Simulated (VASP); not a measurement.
Set up this calculation in VASP 6.6.1, as the native input.

* Task: single point
* Functional: PBE
* Potentials or basis: VASP PAW PBE potentials, release 64 (C, H)
* Cutoff: 520 eV
* k mesh: 1 × 1 × 13
* Occupations: gaussian, width 0.05 eV
* Spin: no spin polarisation
* Dipole correction: no
* Further INCAR settings: ALGO = Normal; EDIFF = 1e-06; NBANDS = 22

The structure of H3C2 lies in POSCAR:

```
H3C2
1.0
   12.0000000000      0.0000000000      0.0000000000
    0.0000000000     13.2000000000      0.0000000000
    0.0000000000      0.0000000000      2.5254132896
C H
4 6
Direct
    0.5526127769      0.4661792261      0.0000000000
    0.4473872231      0.6014623217      0.5000000000
    0.5526127769      0.3985376783      0.5000000000
    0.4473872231      0.5338207739      1.0000000000
    0.6267778830      0.5138543620      0.0000000000
    0.5215523292      0.6491374576      0.5000000000
    0.3732221170      0.6491374576      0.5000000000
    0.4784476708      0.3508625424      0.5000000000
    0.6267778830      0.3508625424      0.5000000000
    0.3732221170      0.4861456380      1.0000000000
```

One way to write it, as run:

INCAR

```
PREC = Accurate
ENCUT = 520
EDIFF = 1E-6
ISMEAR = 0
SIGMA = 0.05
LREAL = F
LASPH = T
NELM = 60
ALGO = Normal
ISIF = 2
LWAVE = F
LCHARG = F
GGA = PE
NBANDS = 22
```

KPOINTS

```
Automatic mesh
0
Gamma
  1 1 13
```

Potentials or basis: VASP PAW PBE potentials, release 64 (C, H).

Command:

```sh
$ cat potpaw_PBE.64/C/POTCAR potpaw_PBE.64/H/POTCAR > POTCAR
$ mpirun -np 1 vasp_std > vasp.out
```

Results of the run:

```yaml
Largest_force: 1.937 eV/Å
Band_gap_on_the_k_mesh: 4.52 eV
```

It took 69 s on 1 thread of Intel(R) Xeon(R) Platinum 8488C (Sapphire Rapids) (shared host), peak memory 0.43 GiB.
